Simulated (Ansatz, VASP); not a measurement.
## Te2Mo in VASP and in Ansatz

The input INCAR:

```
PREC = Accurate
ENCUT = 500
EDIFF = 1E-6
ISMEAR = 0
SIGMA = 0.1
LREAL = F
LASPH = T
NELM = 120
ALGO = Normal
ISIF = 2
LWAVE = F
LCHARG = F
GGA = CA
NBANDS = 20
GGA_COMPAT = F
```

The input KPOINTS:

```
Automatic mesh
0
Gamma
  6 6 1
```

Contents of POSCAR:

```
Te2Mo
1.0
    3.5602328140      0.0000000000      0.0000000000
   -1.7801164070      3.0832520603      0.0000000000
    0.0000000000      0.0000000000     17.5240578200
Te Mo
2 1
Direct
    0.3333333333      0.6666666667      0.8978554500
    0.3333333333      0.6666666667      0.1021445500
    0.0000000000      0.0000000000      0.0000000000
```

Input for Ansatz:

```yaml
crystal:
  lattice:
    - [3.560232814, 0.0, 0.0]
    - [-1.780116407, 3.0832520603, 0.0]
    - [0.0, 0.0, 17.52405782]
  atoms:
    - { symbol: Te, position: [0.3333333333, 0.6666666667, 0.89785545] }
    - { symbol: Te, position: [0.3333333333, 0.6666666667, 0.10214455] }
    - { symbol: Mo, position: [0.0, 0.0, 0.0] }
basis:
  ecutwfc: 420
  ecutrho_ratio: 5
kpoints:
  mp_grid: { grid: [6, 6, 1] }
hamiltonian:
  xc: lda
scf:
  occupations: { method: gaussian, width: 0.1 }
  convergence: { dr2_threshold: "1e-3 eV" }
output:
  forces: true
  stress: true
  eigenvalues: true
```

Alike in both runs: task single point; functional LDA; k mesh 6 × 6 × 1; occupations gaussian, width 0.1 eV; no spin polarisation.

```csv
,VASP,Ansatz
version,VASP 6.6.1,Ansatz 0.2.0
potentials or method,"VASP PAW LDA potentials, release 64 (Te, Mo_sv), cutoff 500 eV","scalar-relativistic, plane waves, PAW"
valence electrons in the cell,26,46
```

```csv
,VASP,Ansatz,Ansatz less VASP
gap on the k mesh at the Fermi level (eV),1.04,1.04,0.000
least direct gap on the mesh (eV),1.04,1.04,0.000
rms of the force components (eV/Å),0.172,0.197,+0.0249
```

LDA's correlation is that of Perdew and Zunger in VASP and of Perdew and Wang (1992) in Ansatz. Atom by atom the forces differ by 0.025 eV/Å (rms over components). VASP's potentials hold 26 valence electrons a cell and Ansatz's 46, so a difference there can come from the potentials and not from the codes. Ansatz's warnings: force scf threshold loose, stress scf threshold loose.

Neither program's run includes spin-orbit coupling.
